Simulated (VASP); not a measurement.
## Li: relaxation of cell and atoms with PBE

Li:

```xyz
2
Lattice="3.0262 0.0000 0.0000 -1.5131 2.6208 0.0000 0.0000 0.0000 4.9565" Properties=species:S:1:pos:R:3 pbc="T T T"
Li    0.0000    1.7472    1.2391
Li    1.5131    0.8736    3.7174
```

This isn't the form of Li at room conditions, which is bcc.

* Program: VASP 6.6.1
* Task: relaxation of cell and atoms
* Functional: PBE
* Potentials or basis: VASP PAW PBE potentials, release 64 (Li_sv)
* Cutoff: 600 eV
* k mesh: 15 × 15 × 8
* Occupations: fermi-dirac, width 0.1 eV
* Spin: no spin polarisation
* Target pressure: 0.43 GPa
* Dipole correction: no
* Further INCAR settings: ALGO = Normal; EDIFF = 1e-07; IBRION = 2; EDIFFG = -0.005; NSW = 32; ISIF = 3

```yaml
Relaxed_volume: 19.51 Å³/atom
Relaxed_cell: a = 3.019 Å, b = 3.019 Å, c = 4.945 Å, α = 90.00°, β = 90.00°, γ = 120.00°
Space_group_after_relaxing_to_0.1_Å: P6_3/mmc (No. 194)
Energy_change_on_relaxing_the_run_minimises_the_enthalpy: +0.3 meV/atom
Ionic_steps: 3
Pressure_after_relaxing: 0.4 GPa
Band_gap_on_the_k_mesh: zero (bands 3 and 4 overlap by 4.70 eV)
```

The path:
```csv
step,energy change (eV),largest force (eV/Å),pressure (GPa),volume (Å³)
1,0.0000,0.0000,0.32,39.31
2,0.0002,0.0000,0.35,39.23
3,0.0007,0.0000,0.43,39.02
```

Final structure:
```
Li
1.0
     3.01878    0.00000    0.00000
    -1.50939    2.61434    0.00000
     0.00000    0.00000    4.94459
Li
2
Direct
  0.33333 0.66667 0.25000
  0.66667 0.33333 0.75000
```

Levels at points of the mesh, in eV from the Fermi level:
```
           k point  band 1  band 2  band 3  band 4  band 5  band 6  band 7
(0.00, 0.00, 0.00)  -46.46  -46.44   -3.61   -0.05    3.03   12.83   12.83
(0.00, 0.00, 0.50)  -46.45  -46.45   -2.48   -2.48    8.15    8.15   13.76
```

Run time: 34 s on 1 thread of Intel(R) Xeon(R) Platinum 8488C (Sapphire Rapids), with other jobs on the host, peak memory 0.17 GiB.

Caveat: the cutoff is under 1.25 times the usual one of these potentials, so pressure, stress and relaxed cells hold a basis-set (Pulay) error; the cell is relaxed towards a set pressure, so the run minimises the enthalpy, not the energy.
